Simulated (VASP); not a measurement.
Wanted: the native input for a VASP 6.6.1 run.

| Property | Result |
| --- | --- |
| Task | single point |
| Functional | PBEsol |
| Potentials or basis | VASP PAW PBE potentials, release 64 (In_d, As, H) |
| Cutoff | 520 eV |
| k mesh | 1 × 1 × 1 |
| Occupations | gaussian, width 0.05 eV |
| Spin | no spin polarisation |
| Dipole correction | no |
| Further INCAR settings | ALGO = Normal; EDIFF = 1e-06; NBANDS = 36 |

The structure of In2As2H10 lies in POSCAR:

```
InAsH5
1.0
   14.4000000000      0.0000000000      0.0000000000
    0.0000000000     13.1000000000      0.0000000000
    0.0000000000      0.0000000000     13.7000000000
In As H
2 2 10
Direct
    0.4310873877      0.4616274280      0.3737282611
    0.6178269020      0.5058682913      0.6390899985
    0.5705887101      0.3926257062      0.4769236967
    0.3872811489      0.6215027996      0.5031958828
    0.4633090018      0.5386889073      0.2776809039
    0.3292322098      0.3942690661      0.3874410263
    0.5423822782      0.2825412298      0.4946060312
    0.6432365958      0.3690666938      0.3998942898
    0.5010564073      0.5422145267      0.6539696821
    0.6864582218      0.5969043548      0.5820744051
    0.6625046461      0.4173391160      0.7196247082
    0.4566029831      0.7015467519      0.5346059208
    0.3389837642      0.6073264048      0.6000814446
    0.3165259684      0.6943536825      0.4589032995
```

The input as run:

INCAR

```
ALGO = Normal
EDIFF = 1E-6
ENCUT = 520
GGA = PS
ISIF = 2
ISMEAR = 0
LASPH = True
LCHARG = False
LREAL = False
LWAVE = False
NBANDS = 36
NELM = 80
PREC = Accurate
SIGMA = 0.05
```

KPOINTS

```
k-points
0
Gamma
  1 1 1
```

Potentials or basis: VASP PAW PBE potentials, release 64 (In_d, As, H).

The run is started by

```console
$ cat potpaw_PBE.64/In_d/POTCAR potpaw_PBE.64/As/POTCAR potpaw_PBE.64/H/POTCAR > POTCAR
$ mpirun -np 1 vasp_gam > vasp.out
```

It gave:

| Item | Value |
| --- | --- |
| Largest force | 0.157 eV/Å |
| Gap between the frontier levels | 4.20 eV |

Caveat: the PAW data sets were made with another functional, which shifts forces and pressure a little; spin-orbit coupling is left out, which moves the levels of the heavy elements.

Wall time 7.1 min on 1 thread of Intel(R) Xeon(R) Platinum 8259CL CPU @ 2.50GHz (Skylake/Cascade Lake), with other jobs on the host, peak memory 1.7 GiB.
